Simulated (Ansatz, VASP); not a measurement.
## One calculation of GaSb, two programs

Contents of INCAR:

```
ALGO = Normal
EDIFF = 1E-6
ENCUT = 520
GGA = PE
ISIF = 2
ISMEAR = 0
LASPH = True
LCHARG = True
LELF = True
LREAL = False
LVHAR = True
LWAVE = False
NBANDS = 16
NELM = 80
PREC = Accurate
SIGMA = 0.15
```

The input KPOINTS:

```
k-points
0
Gamma
  14 14 14
```

POSCAR

```
GaSb
1.0
    0.0000000000      3.0764152717      3.2451637888
    3.2451637888      0.0000000000      3.2451637888
    3.2451637888      3.0764152717      0.0000000000
Ga Sb
1 1
Direct
    0.0000000000      0.0000000000      0.0000000000
    0.7500000000      0.7500000000      0.7500000000
```

Input for Ansatz:

```yaml
crystal:
  lattice:
    - [0.0, 3.0764152717, 3.2451637888]
    - [3.2451637888, 0.0, 3.2451637888]
    - [3.2451637888, 3.0764152717, 0.0]
  atoms:
    - { symbol: Ga, position: [0.0, 0.0, 0.0] }
    - { symbol: Sb, position: [0.75, 0.75, 0.75] }
basis:
  ecutwfc: 420
kpoints:
  mp_grid: { grid: [14, 14, 14] }
hamiltonian:
  xc: pbe
  pseudopotentials: { kind: paw, azcp: { folder: soft_1 } }
scf:
  occupations: { method: gaussian, width: 0.15 }
output:
  forces: true
  stress: true
  eigenvalues: true
```

Alike in both runs: task single point; functional PBE; k mesh 14 × 14 × 14; occupations gaussian, width 0.15 eV; no spin polarisation.

```csv
,VASP,Ansatz
version,VASP 6.6.1,Ansatz 0.2.0
potentials or method,"VASP PAW PBE potentials, release 64 (Ga_d, Sb), cutoff 520 eV","scalar-relativistic, plane waves, PAW"
valence electrons in the cell,18,28
```

VASP gave:

* gap on the k mesh at the Fermi level (eV): 0.14
* least direct gap on the mesh (eV): 0.25
* pressure (GPa): -2.8
* traceless stress, the component that is largest in VASP (GPa): 1.27

What did Ansatz give for the same quantities?

gap on the k mesh at the Fermi level (eV): 0.15; least direct gap on the mesh (eV): 0.25; pressure (GPa): -2.9; traceless stress, the component that is largest in VASP (GPa): 1.27.

VASP's potentials hold 18 valence electrons a cell and Ansatz's 28, so a difference there can come from the potentials and not from the codes.

Neither program's run includes spin-orbit coupling.
